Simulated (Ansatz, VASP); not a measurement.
Two plane-wave programs on SiHgRh

```
Si Hg Rh
1.0
     4.08584    0.00000    0.00000
    -2.04292    3.53844    0.00000
     0.00000    0.00000    3.57121
Si Hg Rh
1 1 1
Direct
  0.33333 0.66667 0.50000
  0.66667 0.33333 0.00000
  0.00000 0.00000 0.50000
```

Change from the starting cell: species swapped into the GdCuSi type (P-6m2, No. 187).

Alike in both runs: functional PBE; k mesh 12 × 12 × 14; occupations gaussian, width 0.1 eV; no spin polarisation.

Ansatz relaxed the structure, and its values are those at the end. VASP's run is a single point on that final structure, the one shown.

|  | VASP | Ansatz |
| --- | --- | --- |
| version | VASP 6.6.1 | Ansatz 0.2.0 |
| potentials or method | VASP PAW PBE potentials, release 64 (Si, Hg, Rh_pv), cutoff 520 eV | scalar-relativistic, plane waves, PAW |
| valence electrons in the cell | 31 | 41 |

```csv
,VASP,Ansatz,Ansatz less VASP
gap on the k mesh at the Fermi level (eV),none,none,-
pressure (GPa),0.5,0.0,-0.45
```

A gap of «none» marks a metal or a gap that the smearing closes. VASP's potentials hold 31 valence electrons a cell and Ansatz's 41, so a difference there can come from the potentials and not from the codes.

Spin-orbit coupling is off throughout.
